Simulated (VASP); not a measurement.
# NaTiPt2 (P4/mmm) in VASP: a series of runs

NaTiPt2 is run at these levels: PBE; tasks: single point, relaxation of shape and atoms at fixed volume.

Everything below comes from runs of VASP 6.6.1. Logs are shortened: lines on timing, memory, paths and dates and some standing lists are left out, and cuts for length are marked.

## Step 1: The cell of the first run

Symmetry: P4/mmm, No. 123, tetragonal system. Conventional cell: a = 3.016 Å, b = 3.016 Å, c = 7.640 Å, α = 90.00°, β = 90.00°, γ = 90.00°. Within 4.0 Å of Na (site symmetry 4/mmm) lie 4 Na at 3.02 Å and 8 Pt at 3.10 Å and 2 Ti at 3.82 Å. Ti (site symmetry 4/mmm) has 8 Pt at 2.65 Å and 4 Ti at 3.02 Å within 3.5 Å. Within 3.5 Å of Pt (site symmetry 4mm) lie 4 Ti at 2.65 Å and 5 Pt at 3.02 to 3.14 Å and 4 Na at 3.10 Å.

## Step 2: Single point, PBE (17.37 Å³/atom)

Contents of INCAR:

```
PREC = Accurate
ENCUT = 500
EDIFF = 1E-6
ISMEAR = 0
SIGMA = 0.1
LREAL = F
LASPH = T
NELM = 120
ALGO = Normal
ISIF = 2
LWAVE = F
LCHARG = F
GGA = PE
NBANDS = 28
GGA_COMPAT = F
```

Contents of KPOINTS:

```
regular mesh
0
Gamma
  16 16 6
```

Contents of POSCAR:

```
NaTiPt2
1.0
    3.0158258077      0.0000000000      0.0000000000
    0.0000000000      3.0158258077      0.0000000000
    0.0000000000      0.0000000000      7.6399801563
Na Ti Pt
1 1 2
Direct
    0.5000000000      0.5000000000      0.0000000000
    0.5000000000      0.5000000000      0.5000000000
    0.0000000000      0.0000000000      0.7057274001
    0.0000000000      0.0000000000      0.2942725999
```

Potentials or basis: VASP PAW PBE potentials, release 64 (Na_pv, Ti_sv, Pt).

The run is started by

```
$ cat potpaw_PBE.64/Na_pv/POTCAR potpaw_PBE.64/Ti_sv/POTCAR potpaw_PBE.64/Pt/POTCAR > POTCAR
$ mpirun -np 1 vasp_std > vasp.out
```

OUTCAR:

```text
PREC = Accurate
   ENCUT = 500
   EDIFF = 1E-6
   ISMEAR = 0
   LREAL = F
   LASPH = T
   NELM = 120
   ISIF = 2
   GGA = PE

 ion  position               nearest neighbor table
   1  0.500  0.500  0.000-   3 3.10   4 3.10   3 3.10   4 3.10   3 3.10   4 3.10   3 3.10   4 3.10

   2  0.500  0.500  0.500-   3 2.65   4 2.65   3 2.65   4 2.65   3 2.65   4 2.65   3 2.65   4 2.65

   3  0.000  0.000  0.706-   2 2.65   2 2.65   2 2.65   2 2.65   1 3.10   1 3.10   1 3.10   1 3.10
                             4 3.14
   4  0.000  0.000  0.294-   2 2.65   2 2.65   2 2.65   2 2.65   1 3.10   1 3.10   1 3.10   1 3.10
                             3 3.14

  LATTYP: Found a simple tetragonal cell.
 ALAT       =     3.0158258077
 C/A-ratio  =     2.5332962324

  Lattice vectors:

 A1 = (   3.0158258077,   0.0000000000,   0.0000000000)
 A2 = (   0.0000000000,   3.0158258077,   0.0000000000)
 A3 = (   0.0000000000,   0.0000000000,   7.6399801563)

Analysis of symmetry for initial positions (statically):
=====================================================================
 Subroutine PRICEL returns:
 Original cell was already a primitive cell.

 Routine SETGRP: Setting up the symmetry group for a
 simple tetragonal supercell.

 Subroutine GETGRP returns: Found 16 space group operations
 (whereof 16 operations were pure point group operations)
 out of a pool of 16 trial point group operations.

The static configuration has the point symmetry D_4h.

Analysis of symmetry for dynamics (positions and initial velocities):
=====================================================================
 Subroutine PRICEL returns:
 Original cell was already a primitive cell.

 Routine SETGRP: Setting up the symmetry group for a
 simple tetragonal supercell.

 Subroutine GETGRP returns: Found 16 space group operations
 (whereof 16 operations were pure point group operations)
 out of a pool of 16 trial point group operations.

The dynamic configuration has the point symmetry D_4h.

 Subroutine INISYM returns: Found 16 space group operations
 (whereof 16 operations are pure point group operations),
 and found     1 'primitive' translations

----------------------------------------------------------------------------------------

                                     Primitive cell

  volume of cell :      69.4872

  direct lattice vectors                    reciprocal lattice vectors
     3.015825808  0.000000000  0.000000000     0.331584138  0.000000000  0.000000000
     0.000000000  3.015825808  0.000000000     0.000000000  0.331584138  0.000000000
     0.000000000  0.000000000  7.639980156     0.000000000  0.000000000  0.130890392

  length of vectors
     3.015825808  3.015825808  7.639980156     0.331584138  0.331584138  0.130890392

  position of ions in fractional coordinates (direct lattice)
     0.500000000  0.500000000  0.000000000
     0.500000000  0.500000000  0.500000000
     0.000000000  0.000000000  0.705727400
     0.000000000  0.000000000  0.294272600

  ion indices of the primitive-cell ions
   primitive index   ion index
                 1           1
                 2           2
                 3           3
                 4           4

----------------------------------------------------------------------------------------

 KPOINTS: regular mesh

Automatic generation of k-mesh.
 Grid dimensions read from file:
 generate k-points for:   16   16    6

 Generating k-lattice:

  Cartesian coordinates                     Fractional coordinates (reciprocal lattice)
     0.020724009  0.000000000  0.000000000     0.062500000  0.000000000  0.000000000
     0.000000000  0.020724009  0.000000000     0.000000000  0.062500000  0.000000000
     0.000000000  0.000000000  0.021815065     0.000000000  0.000000000  0.166666667

  Length of vectors
     0.020724009  0.020724009  0.021815065

  Shift w.r.t. Gamma in fractional coordinates (k-lattice)
     0.000000000  0.000000000  0.000000000

 Subroutine IBZKPT returns following result:
 ===========================================

 Found    180 irreducible k-points:

 Following reciprocal coordinates:
            Coordinates               Weight
  0.000000  0.000000  0.000000      1.000000
  0.062500  0.000000  0.000000      4.000000
  0.125000  0.000000  0.000000      4.000000
  0.187500  0.000000  0.000000      4.000000
  0.250000  0.000000  0.000000      4.000000
  0.312500  0.000000  0.000000      4.000000
[... 16 lines left out ...]
  0.437500  0.125000  0.000000      8.000000
  0.500000  0.125000  0.000000      4.000000
 [... further k-points ...]
   k-points           NKPTS =    180   k-points in BZ     NKDIM =    180   number of bands    NBANDS=     28
   number of dos      NEDOS =    301   number of ions     NIONS =      4
   total plane-waves  NPLWV =  32256
   dimension x,y,z NGX =    24 NGY =   24 NGZ =   56
   dimension x,y,z NGXF=    48 NGYF=   48 NGZF=  112
   ions per type =               1   1   2
   NGX,Y,Z   is equivalent  to a cutoff of  13.23, 13.23, 12.19 a.u.
   NGXF,Y,Z  is equivalent  to a cutoff of  26.46, 26.46, 24.37 a.u.
 SYSTEM =  unknown system
   PREC   = accura    normal or accurate (medium, high low for compatibility)
   ISTART =      0    job   : 0-new  1-cont  2-samecut
   ICHARG =      2    charge: 1-file 2-atom 10-const
   ISPIN  =      1    spin polarized calculation?
   LNONCOLLINEAR =      F non collinear calculations
   LSORBIT =      F    spin-orbit coupling
   LASPH  =      T    aspherical Exc in radial PAW
   ENCUT  =  500.0 eV  36.75 Ry    6.06 a.u.   5.50  5.50 13.93*2*pi/ulx,y,z
   NELM   =    120;   NELMIN=  2; NELMDL= -5     # of ELM steps
   EDIFF  = 0.1E-05   stopping-criterion for ELM
   LREAL  =      F    real-space projection
   EDIFFG = 0.1E-04   stopping-criterion for IOM
   NSW    =      0    number of steps for IOM
   IBRION =     -1    ionic relax: 0-MD 1-quasi-New 2-CG
   NFREE  =      0    steps in history (QN), initial steepest desc. (CG)
   ISIF   =      2    stress and relaxation
   ISYM   =      2    0-nonsym 1-usesym 2-fastsym
   POTIM  = 0.5000    time-step for ionic-motion
   TEBEG  =    0.0;   TEEND  =   0.0 temperature during run
   PSTRESS=    0.0 pullay stress
   NELECT =      39.0000    total number of electrons
   NUPDOWN=      -1.0000    fix difference up-down
   EMIN   =  10.00;   EMAX   =-10.00  energy-range for DOS
   EFERMI =   0.00;   METHOD = LEGACY
   ISMEAR =     0;   SIGMA  =   0.10  broadening in eV -4-tet -1-fermi 0-gaus
   EFERMI_NEDOS =   21; number of points for ismear=-14 and -15
   IALGO  =     38    algorithm
   IMIX   =      4    mixing-type and parameters
     AMIX     =   0.40;   BMIX     =  1.00
     AMIX_MAG =   1.60;   BMIX_MAG =  1.00
  volume/ion in A,a.u.               =      17.37       117.23
  Fermi-wavevector in a.u.,A,eV,Ry     =   1.350397  2.551880 24.811203  1.823572
  Thomas-Fermi vector in A             =   2.477905
   LORBIT       =      0    0 simple, 1 ext, 2 COOP (PROOUT), +10 PAW based schemes
   GGA     = PE    functional components
   LHFCALC =     F    Hartree Fock is set to
   AEXX    =    0.0000 exact exchange contribution
   IVDW    =     0    specifies the selected vdW correction
   LEPSILON=     F    determine dielectric tensor
   LRPA    =     F    only Hartree local field effects (RPA)
 non-spin polarized calculation
 Gauss-broadening in eV      SIGMA  =   0.10
  energy-cutoff  :      500.00
  volume of cell :       69.49
 maximum number of plane-waves:      1796
 NGX is ok and might be reduce to    24
   NGX = 11   NGY = 11   NGZ = 27

 number of electron      38.9999990 magnetization

 Free energy of the ion-electron system (eV)
  ---------------------------------------------------
  ext. energy  EPLUGINS =         0.00000000
  ---------------------------------------------------
  free energy    TOTEN  =       -23.82121920 eV

  energy without entropy =      -23.80645200  energy(sigma->0) =      -23.81383560

 E-fermi :   7.4344     XC(G=0): -11.2769

 val. band max:        7.4290009455   @ k =   0.2500   0.0000   0.3333
 cond. band min:       7.4423888307   @ k =   0.5000   0.1875   0.1667
 fundamental gap:      0.0133878852
 Fermi energy:         7.4344293111

 k-point     1 :       0.0000    0.0000    0.0000
  band No.  band energies     occupation
      1     -50.2284      2.00000
      2     -26.4946      2.00000
      3     -26.3308      2.00000
      4     -26.3308      2.00000
      5     -16.2343      2.00000
      6     -16.2146      2.00000
[... 20 lines left out ...]
     27      15.3988      0.00000
     28      17.5162      0.00000

 k-point     2 :       0.0625    0.0000    0.0000
  band No.  band energies     occupation
      1     -50.2274      2.00000
      2     -26.4933      2.00000
      3     -26.3410      2.00000
      4     -26.3300      2.00000
      5     -16.2335      2.00000
      6     -16.2206      2.00000
[... 20 lines left out ...]
     27      15.4660      0.00000
     28      16.8832      0.00000

 k-point     3 :       0.1250    0.0000    0.0000
  band No.  band energies     occupation
      1     -50.2245      2.00000
      2     -26.4897      2.00000
      3     -26.3697      2.00000
      4     -26.3277      2.00000
      5     -16.2375      2.00000
      6     -16.2312      2.00000
[... 20 lines left out ...]
     27      15.6105      0.00000
     28      15.6605      0.00000

 k-point     4 :       0.1875    0.0000    0.0000
  band No.  band energies     occupation
      1     -50.2202      2.00000
      2     -26.4842      2.00000
      3     -26.4125      2.00000
      4     -26.3243      2.00000
      5     -16.2627      2.00000
      6     -16.2277      2.00000
[... 578 lines left out ...]
     27      12.4742      0.00000
     28      15.1573      0.00000

 k-point    23 :       0.4375    0.1250    0.0000
  band No.  band energies     occupation
      1     -50.1990      2.00000
      2     -26.5776      2.00000
      3     -26.4593      2.00000
      4     -26.3476      2.00000
      5     -16.3595      2.00000
      6     -16.2227      2.00000
[... 20 lines left out ...]
     27      11.3601      0.00000
     28      14.4896      0.00000

 k-point    24 :       0.5000    0.1250    0.0000
  band No.  band energies     occupation
      1     -50.1980      2.00000
      2     -26.5873      2.00000
      3     -26.4581      2.00000
      4     -26.3467      2.00000
      5     -16.3653      2.00000
      6     -16.2222      2.00000
[... 20 lines left out ...]
     27      10.5632      0.00000
     28      14.2362      0.00000

 [... further k-points ...]
[... 5 lines left out ...]
  --------------------------------------------------------------------------------------
  -------------------------------------------------------------------------------------
  Total        0.8164536      0.8164536      0.8528042      0.0000000      0.0000000      0.0000000
  in kB       18.8251032     18.8251032     19.6632440      0.0000000      0.0000000      0.0000000
  external PRESSURE =      19.1044835 kB  Pullay stress =       0.0000000 kB

 VOLUME and BASIS-vectors are now :
 -----------------------------------------------------------------------------
  energy-cutoff  :      500.00
  volume of cell :       69.49
      direct lattice vectors                 reciprocal lattice vectors
     3.015825808  0.000000000  0.000000000     0.331584138  0.000000000  0.000000000
     0.000000000  3.015825808  0.000000000     0.000000000  0.331584138  0.000000000
     0.000000000  0.000000000  7.639980156     0.000000000  0.000000000  0.130890392

 POSITION                                       TOTAL-FORCE (eV/Angst)
 -----------------------------------------------------------------------------------
      1.50791      1.50791      0.00000        -0.000000      0.000000      0.000000
      1.50791      1.50791      3.81999        -0.000000      0.000000      0.000000
      0.00000      0.00000      5.39174         0.000000     -0.000000     -0.000586
      0.00000      0.00000      2.24824        -0.000000     -0.000000      0.000586
 -----------------------------------------------------------------------------------
    total drift:                                0.000000     -0.000000     -0.000000

  FREE ENERGIE OF THE ION-ELECTRON SYSTEM (eV)
  ---------------------------------------------------
  free  energy   TOTEN  =       -23.8212192043 eV

  energy  without entropy=      -23.8064519955  energy(sigma->0) =      -23.81383560
```

Run time: 3 min. Hardware: 1 thread of Oxide Virtual Turin-like, shared host; peak memory 0.39 GiB.

Results:

* Free energy: -23.8212 eV
* Pressure: 1.9 GPa
* Band gap on the k mesh: zero (an odd number of electrons rules out a gap without spin polarisation)

Caveat: spin-orbit coupling is left out, which moves the levels of the heavy elements.

## Step 3: Relaxation of shape and atoms at fixed volume, PBE (17.37 Å³/atom)

Contents of INCAR:

```
SYSTEM = NaTiPt2
PREC = Accurate
ENCUT = 500
EDIFF = 1E-7
ISMEAR = 0
SIGMA = 0.1
LREAL = .False.
LASPH = .True.
NELM = 120
ALGO = Normal
ISIF = 4
LWAVE = .False.
LCHARG = .False.
GGA = PE
IBRION = 2
NSW = 50
EDIFFG = -0.01
GGA_COMPAT = .False.
NELMIN = 4
```

Contents of KPOINTS:

```
Automatic mesh
0
Gamma
  16 16 6
  0 0 0
```

Contents of POSCAR:

```
NaTiPt2
1.0
    3.0214575082      0.0000000000      0.0000000000
    0.0000000000      3.0214575082      0.0000000000
    0.0000000000      0.0000000000      7.6115263508
Na Ti Pt
1 1 2
Direct
    0.5000000000      0.5000000000      0.0000000000
    0.5000000000      0.5000000000      0.5000000000
    0.0000000000      0.0000000000      0.7010461369
    0.0000000000      0.0000000000      0.2989538631
```

Potentials or basis: VASP PAW PBE potentials, release 64 (Na_pv, Ti_sv, Pt).

The run is started by

```
$ cat potpaw_PBE.64/Na_pv/POTCAR potpaw_PBE.64/Ti_sv/POTCAR potpaw_PBE.64/Pt/POTCAR > POTCAR
$ mpirun -np 1 vasp_std > vasp.out
```

It took 13 min on 1 thread of Oxide Virtual Turin-like, shared host; peak memory 0.37 GiB.

Results (log left out):

```
Free energy               : -23.8212 eV
Energy gained by relaxing : 3.0 meV/atom
Ionic steps               : 6
Pressure after relaxing   : 1.9 GPa
Band gap on the k mesh    : zero (an odd number of electrons rules out a gap without spin polarisation)
```

Step by step:
| step | energy change (eV) | largest force (eV/Å) | pressure (GPa) | volume (Å³) |
| --- | --- | --- | --- | --- |
| 1 | 0.0000 | 0.3472 | 3.80 | 69.49 |
| 2 | -0.0087 | 0.1753 | 2.90 | 69.49 |
| 3 | -0.0119 | 0.0194 | 1.86 | 69.49 |
| 4 | -0.0119 | 0.0015 | 1.95 | 69.49 |
| 5 | -0.0120 | 0.0015 | 1.94 | 69.49 |
| 6 | -0.0121 | 0.0013 | 1.93 | 69.49 |

Final structure:
```yaml
crystal:
  lattice:
    - [3.01411, 0.00000, 0.00000]
    - [0.00000, 3.01411, 0.00000]
    - [0.00000, 0.00000, 7.64866]
  atoms:
    - { symbol: Na, position: [0.50000, 0.50000, 0.00000] }
    - { symbol: Ti, position: [0.50000, 0.50000, 0.50000] }
    - { symbol: Pt, position: [0.00000, 0.00000, 0.70572] }
    - { symbol: Pt, position: [0.00000, 0.00000, 0.29428] }
```

Levels at points of the mesh, in eV from the Fermi level:
```
           k point  band 17  band 18  band 19  band 20  band 21  band 22
(0.00, 0.00, 0.00)    -2.59    -2.11    -2.02    -1.71    -0.27     1.51
(0.50, 0.00, 0.00)    -2.00    -1.85    -0.32     0.05     0.34     0.44
(0.50, 0.50, 0.00)    -0.67    -0.46    -0.10    -0.10     1.77     1.77
(0.00, 0.00, 0.50)    -2.60    -2.11    -1.71    -0.42    -0.26     1.50
(0.50, 0.00, 0.50)    -2.02    -1.68    -0.32    -0.12     0.09     0.44
(0.50, 0.50, 0.50)    -0.67    -0.29    -0.24    -0.24     1.99     2.11
```

Caveat: spin-orbit coupling is left out, which moves the levels of the heavy elements.
